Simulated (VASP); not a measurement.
# ZnS (F-43m) in VASP: further runs, part 2 of 3

VASP 6.6.1. The steps go on from the part before.

## Step 3: Electric field gradients, PBE (volume scaled by 0.96)

INCAR

```
PREC = Accurate
ENCUT = 520
EDIFF = 1E-8
ISMEAR = -1
SIGMA = 0.01
LREAL = False
LASPH = True
NELM = 80
ALGO = Normal
ISIF = 2
LWAVE = False
LCHARG = False
GGA = PE
LEFG = True
NBANDS = 16
```

KPOINTS

```
Automatic mesh
0
Gamma
  8 8 8
```

POSCAR

```
ZnS
1.0
    0.0000000000      2.6680961947      2.6680961947
    2.6680961947      0.0000000000      2.6680961947
    2.6680961947      2.6680961947      0.0000000000
Zn S
1 1
Direct
    0.0000000000      0.0000000000      0.0000000000
    0.7500000000      0.7500000000      0.7500000000
```

Potentials or basis: VASP PAW PBE potentials, release 64 (Zn, S).

Started as:

```bash
$ cat potpaw_PBE.64/Zn/POTCAR potpaw_PBE.64/S/POTCAR > POTCAR
$ mpirun -np 1 vasp_std > vasp.out
```

OUTCAR:

```text
PREC = Accurate
   ENCUT = 520
   EDIFF = 1E-8
   ISMEAR = -1
   LREAL = False
   LASPH = True
   NELM = 80
   ISIF = 2
   GGA = PE

 ion  position               nearest neighbor table
   1  0.000  0.000  0.000-   2 2.31   2 2.31   2 2.31   2 2.31
   2  0.750  0.750  0.750-   1 2.31   1 2.31   1 2.31   1 2.31

  LATTYP: Found a face centered cubic cell.
 ALAT       =     5.3361923894

  Lattice vectors:

 A1 = (   0.0000000000,   2.6680961947,   2.6680961947)
 A2 = (   2.6680961947,   0.0000000000,   2.6680961947)
 A3 = (   2.6680961947,   2.6680961947,   0.0000000000)

Analysis of symmetry for initial positions (statically):
=====================================================================
 Subroutine PRICEL returns:
 Original cell was already a primitive cell.

 Routine SETGRP: Setting up the symmetry group for a
 face centered cubic supercell.

 Subroutine GETGRP returns: Found 24 space group operations
[... 642 lines left out ...]
  volume of cell :       37.99
      direct lattice vectors                 reciprocal lattice vectors
     0.000000000  2.668096195  2.668096195    -0.187399540  0.187399540  0.187399540
     2.668096195  0.000000000  2.668096195     0.187399540 -0.187399540  0.187399540
     2.668096195  2.668096195  0.000000000     0.187399540  0.187399540 -0.187399540

 POSITION                                       TOTAL-FORCE (eV/Angst)
 -----------------------------------------------------------------------------------
      0.00000      0.00000      0.00000         0.000000      0.000000      0.000000
      4.00214      4.00214      4.00214        -0.000000     -0.000000     -0.000000
 -----------------------------------------------------------------------------------
    total drift:                               -0.000002     -0.000002     -0.000002

  FREE ENERGIE OF THE ION-ELECTRON SYSTEM (eV)
  ---------------------------------------------------
  free  energy   TOTEN  =        -6.8166991034 eV

  energy  without entropy=       -6.8166991034  energy(sigma->0) =       -6.81669910

 Electric field gradients (V/A^2)
---------------------------------------------------------------------
 ion       V_xx      V_yy      V_zz      V_xy      V_xz      V_yz
---------------------------------------------------------------------
   1      -0.000     0.000    -0.000    -0.001    -0.001    -0.001
   2       0.000     0.000     0.000    -0.000    -0.000    -0.000
---------------------------------------------------------------------

 Electric field gradients after diagonalization (V/A^2)
 (convention: |V_zz| > |V_xx| > |V_yy|)
----------------------------------------------------------------------
 ion       V_xx      V_yy      V_zz     asymmetry (V_yy - V_xx)/ V_zz
----------------------------------------------------------------------
   1       0.001     0.001    -0.001       0.000
   2       0.000     0.000    -0.001       0.000
----------------------------------------------------------------------

           NMR quadrupolar parameters

 Cq : quadrupolar parameter    Cq=e*Q*V_zz/h
 eta: asymmetry parameters     (V_yy - V_xx)/ V_zz
 Q  : nuclear electric quadrupole moment in mb (millibarn)
----------------------------------------------------------------------
 ion       Cq(MHz)       eta       Q (mb)
----------------------------------------------------------------------
   1      -0.000       0.000       1.000
   2      -0.000       0.000       1.000
----------------------------------------------------------------------
```

OSZICAR:

```text
N       E                     dE             d eps       ncg     rms          rms(c)
DAV:   1     0.907215938681E+02    0.90722E+02   -0.91952E+03   928   0.137E+03
DAV:   2    -0.126956090152E+01   -0.91991E+02   -0.85774E+02  1072   0.263E+02
DAV:   3    -0.718408532672E+01   -0.59145E+01   -0.58892E+01  1112   0.643E+01
DAV:   4    -0.724592789361E+01   -0.61843E-01   -0.61830E-01  1184   0.706E+00
DAV:   5    -0.724665800863E+01   -0.73012E-03   -0.73011E-03  1136   0.718E-01    0.739E+00
DAV:   6    -0.683898446177E+01    0.40767E+00   -0.73860E-01  1360   0.306E+01    0.573E+00
DAV:   7    -0.681710246996E+01    0.21882E-01   -0.26229E-01  1096   0.473E+00    0.287E+00
DAV:   8    -0.681635801754E+01    0.74445E-03   -0.55171E-03  1200   0.102E+00    0.754E-01
DAV:   9    -0.681654331380E+01   -0.18530E-03   -0.13564E-03  1128   0.289E-01    0.927E-02
DAV:  10    -0.681669863469E+01   -0.15532E-03   -0.20565E-04  1088   0.104E-01    0.318E-02
DAV:  11    -0.681669838309E+01    0.25160E-06   -0.29886E-05  1152   0.411E-02    0.782E-03
DAV:  12    -0.681669901664E+01   -0.63355E-06   -0.36511E-06  1144   0.133E-02    0.250E-03
DAV:  13    -0.681669918768E+01   -0.17104E-06   -0.34506E-07  1160   0.546E-03    0.245E-03
DAV:  14    -0.681669912883E+01    0.58850E-07   -0.37694E-08  1224   0.154E-03    0.150E-03
DAV:  15    -0.681669910257E+01    0.26264E-07   -0.23662E-08  1176   0.201E-03    0.314E-04
DAV:  16    -0.681669910342E+01   -0.85174E-09   -0.32140E-09   536   0.503E-04
   1 F= -.68166991E+01 E0= -.68166991E+01  d E =-.652467E-14
```

It took 29 s on 1 thread of Intel Xeon 8259CL, shared host; peak memory 0.16 GiB.

What came out:

| Item | Value |
| --- | --- |
| Free energy | -6.8167 eV |
| Pressure | 4.9 GPa |
| Band gap on the k mesh | 2.28 eV, direct |

Levels at points of the mesh, in eV from the valence-band top:
```tsv
k point	band 6	band 7	band 8	band 9	band 10	band 11	band 12	band 13
(0.00, 0.00, 0.00)	-5.95	0.00	0.00	0.00	2.28	6.37	6.37	6.37
(0.50, 0.00, 0.00)	-5.74	-5.54	-0.92	-0.92	3.38	6.90	6.90	9.02
(0.50, 0.50, 0.00)	-5.72	-4.71	-2.36	-2.36	3.32	4.07	11.25	12.23
```

Caveat: without QUAD_EFG the Cq values of the log hold for a quadrupole moment of 1 mb, not for the nuclei.

## Step 4: Electric field gradients, PBE (volume scaled by 1.01)

INCAR

```
SYSTEM = ZnS
PREC = Accurate
ENCUT = 520
EDIFF = 1E-8
ISMEAR = -1
SIGMA = 0.01
LREAL = .False.
LASPH = .True.
NELM = 100
ALGO = Normal
ISIF = 2
LWAVE = .False.
LCHARG = .False.
GGA = PE
LEFG = .True.
NBANDS = 16
```

KPOINTS

```
regular mesh
0
Gamma
  8 8 8
  0 0 0
```

POSCAR

```
ZnS
1.0
    0.0000000000      2.7136356142      2.7136356142
    2.7136356142      0.0000000000      2.7136356142
    2.7136356142      2.7136356142      0.0000000000
Zn S
1 1
Direct
    0.0000000000      0.0000000000      0.0000000000
    0.7500000000      0.7500000000      0.7500000000
```

Potentials or basis: VASP PAW PBE potentials, release 64 (Zn, S).

Started as:

```bash
$ cat potpaw_PBE.64/Zn/POTCAR potpaw_PBE.64/S/POTCAR > POTCAR
$ mpirun -np 1 vasp_std > vasp.out
```

OUTCAR:

```text
SYSTEM = ZnS
   PREC = Accurate
   ENCUT = 520
   EDIFF = 1E-8
   ISMEAR = -1
   LREAL = .False.
   LASPH = .True.
   NELM = 100
   ISIF = 2
   GGA = PE

 ion  position               nearest neighbor table
   1  0.000  0.000  0.000-   2 2.35   2 2.35   2 2.35   2 2.35
   2  0.750  0.750  0.750-   1 2.35   1 2.35   1 2.35   1 2.35

  LATTYP: Found a face centered cubic cell.
 ALAT       =     5.4272712284

  Lattice vectors:

 A1 = (   0.0000000000,   2.7136356142,   2.7136356142)
 A2 = (   2.7136356142,   0.0000000000,   2.7136356142)
 A3 = (   2.7136356142,   2.7136356142,   0.0000000000)

Analysis of symmetry for initial positions (statically):
=====================================================================
 Subroutine PRICEL returns:
 Original cell was already a primitive cell.

 Routine SETGRP: Setting up the symmetry group for a
 face centered cubic supercell.

 Subroutine GETGRP returns: Found 24 space group operations
 (whereof 24 operations were pure point group operations)
 out of a pool of 48 trial point group operations.

The static configuration has the point symmetry T_d .

Analysis of symmetry for dynamics (positions and initial velocities):
=====================================================================
 Subroutine PRICEL returns:
 Original cell was already a primitive cell.

 Routine SETGRP: Setting up the symmetry group for a
 face centered cubic supercell.

 Subroutine GETGRP returns: Found 24 space group operations
 (whereof 24 operations were pure point group operations)
 out of a pool of 48 trial point group operations.

The dynamic configuration has the point symmetry T_d .

 Subroutine INISYM returns: Found 24 space group operations
 (whereof 24 operations are pure point group operations),
[... 149 lines left out ...]
 Fermi energy:         2.2029889107

 k-point     1 :       0.0000    0.0000    0.0000
  band No.  band energies     occupation
      1     -11.0637      2.00000
      2      -4.3010      2.00000
      3      -4.3010      2.00000
      4      -4.3010      2.00000
      5      -3.8179      2.00000
      6      -3.8179      2.00000
[... 433 lines left out ...]
      3      -4.1210      2.00000
      4      -3.8680      2.00000
      5      -3.8055      2.00000
      6      -3.5548      2.00000
[... 8 lines left out ...]
     15      15.4030      0.00000
     16      16.1885      0.00000

 [... further k-points ...]
[... 5 lines left out ...]
  --------------------------------------------------------------------------------------
  -------------------------------------------------------------------------------------
  Total        0.2004592      0.2004592      0.2004592      0.0000000     -0.0000000     -0.0000000
  in kB        8.0362220      8.0362220      8.0362220      0.0000000     -0.0000000     -0.0000000
  external PRESSURE =       8.0362220 kB  Pullay stress =       0.0000000 kB

 VOLUME and BASIS-vectors are now :
 -----------------------------------------------------------------------------
  energy-cutoff  :      520.00
  volume of cell :       39.97
      direct lattice vectors                 reciprocal lattice vectors
     0.000000000  2.713635614  2.713635614    -0.184254657  0.184254657  0.184254657
     2.713635614  0.000000000  2.713635614     0.184254657 -0.184254657  0.184254657
     2.713635614  2.713635614  0.000000000     0.184254657  0.184254657 -0.184254657

 POSITION                                       TOTAL-FORCE (eV/Angst)
 -----------------------------------------------------------------------------------
      0.00000      0.00000      0.00000         0.000000      0.000000      0.000000
      4.07045      4.07045      4.07045        -0.000000     -0.000000     -0.000000
 -----------------------------------------------------------------------------------
    total drift:                                0.000000      0.000000      0.000000

  FREE ENERGIE OF THE ION-ELECTRON SYSTEM (eV)
  ---------------------------------------------------
  free  energy   TOTEN  =        -6.8512405012 eV

  energy  without entropy=       -6.8512405012  energy(sigma->0) =       -6.85124050

 Electric field gradients (V/A^2)
---------------------------------------------------------------------
 ion       V_xx      V_yy      V_zz      V_xy      V_xz      V_yz
---------------------------------------------------------------------
   1      -0.000    -0.000    -0.000     0.004     0.004     0.004
   2       0.000     0.000    -0.000    -0.000    -0.000    -0.000
---------------------------------------------------------------------

 Electric field gradients after diagonalization (V/A^2)
 (convention: |V_zz| > |V_xx| > |V_yy|)
----------------------------------------------------------------------
 ion       V_xx      V_yy      V_zz     asymmetry (V_yy - V_xx)/ V_zz
----------------------------------------------------------------------
   1      -0.004    -0.004     0.007       0.000
   2       0.000     0.000    -0.000       0.000
----------------------------------------------------------------------

           NMR quadrupolar parameters

 Cq : quadrupolar parameter    Cq=e*Q*V_zz/h
 eta: asymmetry parameters     (V_yy - V_xx)/ V_zz
 Q  : nuclear electric quadrupole moment in mb (millibarn)
----------------------------------------------------------------------
 ion       Cq(MHz)       eta       Q (mb)
----------------------------------------------------------------------
   1       0.000       0.000       1.000
   2      -0.000       0.000       1.000
----------------------------------------------------------------------
```

stdout:

```text
POSCAR found type information on POSCAR ZnS
 POSCAR found :  2 types and       2 ions
 scaLAPACK will be used
 LDA part: xc-table for (Slater+PW92), standard interpolation
 POSCAR, INCAR and KPOINTS ok, starting setup
 FFT: planning ... GRIDC
 FFT: planning ... GRID_SOFT
 FFT: planning ... GRID
 WAVECAR not read
 entering main loop
ion   1

ion   2
```

Run time: 34 s. Hardware: 1 thread of Intel Xeon 8259CL, shared host; peak memory 0.17 GiB.

What came out:

```yaml
Free_energy: -6.8512 eV
Pressure: 0.8 GPa
Band_gap_on_the_k_mesh: 2.06 eV, direct
```

Levels at points of the mesh, in eV from the valence-band top:
```tsv
k point	band 5	band 6	band 7	band 8	band 9	band 10	band 11	band 12	band 13	band 14
(0.00, 0.00, 0.00)	-5.81	-5.81	0.00	0.00	0.00	2.06	6.41	6.41	6.41	11.75
(0.50, 0.00, 0.00)	-5.78	-5.61	-5.21	-0.85	-0.85	3.29	6.93	6.93	8.83	12.11
(0.50, 0.50, 0.00)	-5.73	-5.59	-4.51	-2.17	-2.17	3.44	4.07	10.89	11.88	11.88
```

Caveat: without QUAD_EFG the Cq values of the log hold for a quadrupole moment of 1 mb, not for the nuclei.

## Step 5: Electric field gradients, PBE (volume scaled by 0.99)

INCAR

```
SYSTEM = ZnS
PREC     = Accurate       ! precision mode
ENCUT    = 520            ! plane-wave cutoff, eV
EDIFF    = 1E-8           ! SCF threshold, eV
ISMEAR   = -1             ! smearing method
SIGMA    = 0.01           ! smearing width, eV
LREAL    = .False.        ! projectors in reciprocal space
LASPH    = .True.         ! aspherical terms in the spheres
NELM     = 60             ! most SCF steps
ALGO     = Normal         ! electronic algorithm
ISIF     = 2              ! what is computed and relaxed
LWAVE    = .False.        ! write WAVECAR
LCHARG   = .False.        ! write CHGCAR
GGA      = PE             ! functional
LEFG     = .True.       
NBANDS   = 16             ! bands
```

KPOINTS is that of step 4.

POSCAR

```
ZnS
1.0
    0.0000000000      2.6956042803      2.6956042803
    2.6956042803      0.0000000000      2.6956042803
    2.6956042803      2.6956042803      0.0000000000
Zn S
1 1
Direct
    0.0000000000      0.0000000000      0.0000000000
    0.7500000000      0.7500000000      0.7500000000
```

Potentials or basis: VASP PAW PBE potentials, release 64 (Zn, S).

Started as:

```bash
$ cat potpaw_PBE.64/Zn/POTCAR potpaw_PBE.64/S/POTCAR > POTCAR
$ mpirun -np 1 vasp_std > vasp.out
```

OUTCAR:

```text
SYSTEM = ZnS
   PREC = Accurate
   ENCUT = 520
   EDIFF = 1E-8
   ISMEAR = -1
   LREAL = .False.
   LASPH = .True.
   NELM = 60
   ISIF = 2
   GGA = PE

 ion  position               nearest neighbor table
   1  0.000  0.000  0.000-   2 2.33   2 2.33   2 2.33   2 2.33
   2  0.750  0.750  0.750-   1 2.33   1 2.33   1 2.33   1 2.33

  LATTYP: Found a face centered cubic cell.
 ALAT       =     5.3912085606

  Lattice vectors:

 A1 = (   0.0000000000,   2.6956042803,   2.6956042803)
 A2 = (   2.6956042803,   0.0000000000,   2.6956042803)
 A3 = (   2.6956042803,   2.6956042803,   0.0000000000)

Analysis of symmetry for initial positions (statically):
=====================================================================
 Subroutine PRICEL returns:
 Original cell was already a primitive cell.

 Routine SETGRP: Setting up the symmetry group for a
 face centered cubic supercell.

 Subroutine GETGRP returns: Found 24 space group operations
[... 642 lines left out ...]
  volume of cell :       39.17
      direct lattice vectors                 reciprocal lattice vectors
     0.000000000  2.695604280  2.695604280    -0.185487167  0.185487167  0.185487167
     2.695604280  0.000000000  2.695604280     0.185487167 -0.185487167  0.185487167
     2.695604280  2.695604280  0.000000000     0.185487167  0.185487167 -0.185487167

 POSITION                                       TOTAL-FORCE (eV/Angst)
 -----------------------------------------------------------------------------------
      0.00000      0.00000      0.00000         0.000000      0.000000      0.000000
      4.04341      4.04341      4.04341        -0.000000     -0.000000     -0.000000
 -----------------------------------------------------------------------------------
    total drift:                               -0.000001     -0.000001     -0.000001

  FREE ENERGIE OF THE ION-ELECTRON SYSTEM (eV)
  ---------------------------------------------------
  free  energy   TOTEN  =        -6.8434706882 eV

  energy  without entropy=       -6.8434706882  energy(sigma->0) =       -6.84347069

 Electric field gradients (V/A^2)
---------------------------------------------------------------------
 ion       V_xx      V_yy      V_zz      V_xy      V_xz      V_yz
---------------------------------------------------------------------
   1       0.000     0.000    -0.000    -0.003    -0.003    -0.003
   2       0.000    -0.000     0.000    -0.000    -0.000    -0.000
---------------------------------------------------------------------

 Electric field gradients after diagonalization (V/A^2)
 (convention: |V_zz| > |V_xx| > |V_yy|)
----------------------------------------------------------------------
 ion       V_xx      V_yy      V_zz     asymmetry (V_yy - V_xx)/ V_zz
----------------------------------------------------------------------
   1       0.003     0.003    -0.005       0.000
   2       0.000     0.000    -0.000       0.000
----------------------------------------------------------------------

           NMR quadrupolar parameters

 Cq : quadrupolar parameter    Cq=e*Q*V_zz/h
 eta: asymmetry parameters     (V_yy - V_xx)/ V_zz
 Q  : nuclear electric quadrupole moment in mb (millibarn)
----------------------------------------------------------------------
 ion       Cq(MHz)       eta       Q (mb)
----------------------------------------------------------------------
   1      -0.000       0.000       1.000
   2      -0.000       0.000       1.000
----------------------------------------------------------------------
```

OSZICAR:

```text
N       E                     dE             d eps       ncg     rms          rms(c)
DAV:   1     0.888159085840E+02    0.88816E+02   -0.90184E+03   936   0.135E+03
DAV:   2    -0.163244893880E+01   -0.90448E+02   -0.85189E+02  1072   0.259E+02
DAV:   3    -0.721134678665E+01   -0.55789E+01   -0.55560E+01  1136   0.629E+01
DAV:   4    -0.727041653261E+01   -0.59070E-01   -0.59055E-01  1136   0.681E+00
DAV:   5    -0.727108854638E+01   -0.67201E-03   -0.67200E-03  1176   0.691E-01    0.697E+00
DAV:   6    -0.686424709710E+01    0.40684E+00   -0.73365E-01  1352   0.301E+01    0.544E+00
DAV:   7    -0.684380718145E+01    0.20440E-01   -0.25432E-01  1104   0.455E+00    0.275E+00
DAV:   8    -0.684307570438E+01    0.73148E-03   -0.51347E-03  1168   0.884E-01    0.724E-01
DAV:   9    -0.684330912968E+01   -0.23343E-03   -0.12662E-03  1120   0.283E-01    0.984E-02
DAV:  10    -0.684347961449E+01   -0.17048E-03   -0.23638E-04  1120   0.125E-01    0.472E-02
DAV:  11    -0.684347004047E+01    0.95740E-05   -0.31609E-05  1128   0.624E-02    0.806E-03
DAV:  12    -0.684347044409E+01   -0.40362E-06   -0.34502E-06  1208   0.182E-02    0.437E-03
DAV:  13    -0.684347072291E+01   -0.27882E-06   -0.76771E-07  1088   0.614E-03    0.283E-03
DAV:  14    -0.684347070050E+01    0.22411E-07   -0.22871E-08  1160   0.262E-03    0.179E-03
DAV:  15    -0.684347068939E+01    0.11112E-07   -0.20146E-08  1112   0.213E-03    0.177E-04
DAV:  16    -0.684347068821E+01    0.11792E-08   -0.46859E-09   544   0.610E-04
   1 F= -.68434707E+01 E0= -.68434707E+01  d E =-.436220E-11
```

It took 32 s on 1 thread of Intel Xeon 8259CL, shared host; peak memory 0.16 GiB.

Results:

```yaml
Free_energy: -6.8435 eV
Pressure: 2.3 GPa
Band_gap_on_the_k_mesh: 2.15 eV, direct
```

Caveat: without QUAD_EFG the Cq values of the log hold for a quadrupole moment of 1 mb, not for the nuclei.

(Continued in part 3 of 3.)
